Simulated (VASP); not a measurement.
Here is a VASP 6.6.1 calculation.

The input INCAR:

```
SYSTEM = Te
ALGO     = Normal         ! electronic algorithm
EDIFF    = 1E-6           ! SCF threshold, eV
EDIFFG   = -0.01          ! ionic threshold
ENCUT    = 600            ! plane-wave cutoff, eV
GGA      = PE             ! functional
IBRION   = 2              ! ionic algorithm
ISIF     = 3              ! what is computed and relaxed
ISMEAR   = 0              ! smearing method
LASPH    = .True.         ! aspherical terms in the spheres
LCHARG   = .False.        ! write CHGCAR
LREAL    = .False.        ! projectors in reciprocal space
LWAVE    = .False.        ! write WAVECAR
NELM     = 100            ! most SCF steps
NSW      = 100            ! ionic steps
PREC     = Accurate       ! precision mode
SIGMA    = 0.1            ! smearing width, eV
```

File KPOINTS:

```
k-points
0
Gamma
  12 12 12
  0 0 0
```

POSCAR

```
Te
1.0
    2.1471046593      1.2396314531      6.6743944793
   -2.1471046593      1.2396314531      6.6743944793
    0.0000000000     -2.4792629061      6.6743944793
Te
3
Direct
    0.0000000000      0.0000000000      0.0000000000
    0.2431816473      0.2431816473      0.2431816473
    0.7568183527      0.7568183527      0.7568183527
```

Potentials or basis: VASP PAW PBE potentials, release 64 (Te).

Run with:

```console
$ cat potpaw_PBE.64/Te/POTCAR > POTCAR
$ mpirun -np 1 vasp_std > vasp.out
```

(1) Predict the band gap on the k mesh.

(2) Estimate the relaxed cell.

Results:

(1) 0.20 eV, indirect (least direct gap 0.29 eV).

(2) a = 7.311 Å, b = 7.311 Å, c = 7.311 Å, α = 33.81°, β = 33.81°, γ = 33.81°.

Caveat: spin-orbit coupling is left out, which moves the levels of the heavy elements.
